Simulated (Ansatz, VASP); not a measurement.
**Two plane-wave programs on Zn8S7**

```
Zn S
1.0
     0.00000    0.00000    6.30464
    -3.84407    6.65812    0.00000
    -3.84407   -6.65812    0.00000
Zn S
8 7
Direct
  0.00027 0.16667 0.33333
  0.00027 0.66667 0.33333
  0.00027 0.16667 0.83333
  0.00027 0.66667 0.83333
  0.50027 0.83333 0.16667
  0.50027 0.33333 0.16667
  0.50027 0.83333 0.66667
  0.50027 0.33333 0.66667
  0.37473 0.66667 0.33333
  0.37473 0.16667 0.83333
  0.37473 0.66667 0.83333
  0.87473 0.83333 0.16667
  0.87473 0.33333 0.16667
  0.87473 0.83333 0.66667
  0.87473 0.33333 0.66667
```

Change from the starting cell: S vacancy (site b), charge +0, atoms relaxed at the host's cell.

Alike in both runs: task relaxation of the atoms; functional PBE; k mesh 1 × 1 × 1; occupations gaussian, width 0.01 eV; no spin polarisation.

|  | VASP | Ansatz |
| --- | --- | --- |
| version | VASP 6.6.1 | Ansatz 0.2.0 |
| potentials or method | VASP PAW PBE potentials, release 64 (Zn, S), cutoff 520 eV | scalar-relativistic, plane waves, PAW |
| valence electrons in the cell | 138 | 138 |

|  | VASP | Ansatz | Ansatz less VASP |
| --- | --- | --- | --- |
| gap on the k mesh at the Fermi level, each at its own relaxed structure (eV) | 2.79 | 2.78 | -0.005 |
